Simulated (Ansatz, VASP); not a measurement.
# BaS in VASP and in Ansatz

```
CELL_PARAMETERS angstrom
0.00000 3.15059 3.15059
3.15059 0.00000 3.15059
3.15059 3.15059 0.00000
ATOMIC_POSITIONS crystal
Ba 0.00000 0.00000 0.00000
S 0.50000 0.50000 0.50000
```

Change from the starting cell: volume scaled by 0.96.

Alike in both runs: task single point; functional LDA; k mesh 7 × 7 × 7; occupations fermi-dirac, width 0.01 eV; no spin polarisation.

|  | VASP | Ansatz |
| --- | --- | --- |
| version | VASP 6.6.1 | Ansatz 0.2.0 |
| potentials or method | VASP PAW LDA potentials, release 64 (Ba_sv, S), cutoff 520 eV | all-electron LAPW, scalar-relativistic |

VASP gave:

| Item | Value |
| --- | --- |
| gap on the k mesh at the Fermi level (eV) | 1.89 |
| pressure (GPa) | 0.0 |

Task: Estimate Ansatz's values.

Result: gap on the k mesh at the Fermi level (eV): 2.00; pressure (GPa): -0.7.

LDA's correlation is that of Perdew and Zunger in VASP and of Perdew and Wang (1992) in Ansatz. Ansatz ran all-electron here, and VASP with PAW potentials.

Spin-orbit coupling is off throughout.
